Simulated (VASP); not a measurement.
Wanted: the native input for a VASP 6.6.1 run.

* Task: single point
* Functional: PBE
* Potentials or basis: VASP PAW PBE potentials, release 64 (Sc_sv, Si, S)
* Cutoff: 520 eV
* k mesh: 8 × 8 × 8
* Occupations: gaussian, width 0.1 eV
* Spin: no spin polarisation
* Dipole correction: no
* Further INCAR settings: ALGO = Normal; EDIFF = 1e-07; NBANDS = 24

The structure of ScSiS3 lies in POSCAR:

```
ScSiS3
1.0
    4.5218873583      0.0000000000      0.0000000000
    0.0000000000      4.5218873583      0.0000000000
    0.0000000000      0.0000000000      4.5218873583
Sc Si S
1 1 3
Direct
    0.0000000000      0.0000000000      0.0000000000
    0.5000000000      0.5000000000      0.5000000000
    0.0000000000      0.5000000000      0.5000000000
    0.5000000000      0.0000000000      0.5000000000
    0.5000000000      0.5000000000      0.0000000000
```

The cell was generated, and may not be a known phase.

These files were run (other wordings do the same):

INCAR

```
SYSTEM = ScSiS3
PREC = Accurate ; ENCUT = 520
EDIFF = 1E-7 ; ISMEAR = 0
SIGMA = 0.1 ; LREAL = .FALSE.
LASPH = .TRUE. ; NELM = 60
ALGO = Normal ; ISIF = 2
LWAVE = .FALSE. ; LCHARG = .TRUE.
GGA = PE ; LELF = .TRUE.
LVHAR = .TRUE. ; NBANDS = 24
```

KPOINTS

```
Automatic mesh
0
G
  8 8 8
  0 0 0
```

Potentials or basis: VASP PAW PBE potentials, release 64 (Sc_sv, Si, S).

The run is started by

```sh
$ cat potpaw_PBE.64/Sc_sv/POTCAR potpaw_PBE.64/Si/POTCAR potpaw_PBE.64/S/POTCAR > POTCAR
$ mpirun -np 1 vasp_std > vasp.out
```

It gave:

```
Pressure               : -0.1 GPa
Band gap on the k mesh : zero (an odd number of electrons rules out a gap without spin polarisation)
```

It took 2.3 min on 1 thread of Intel Xeon 8259CL, on a shared host, peak memory 0.25 GiB.
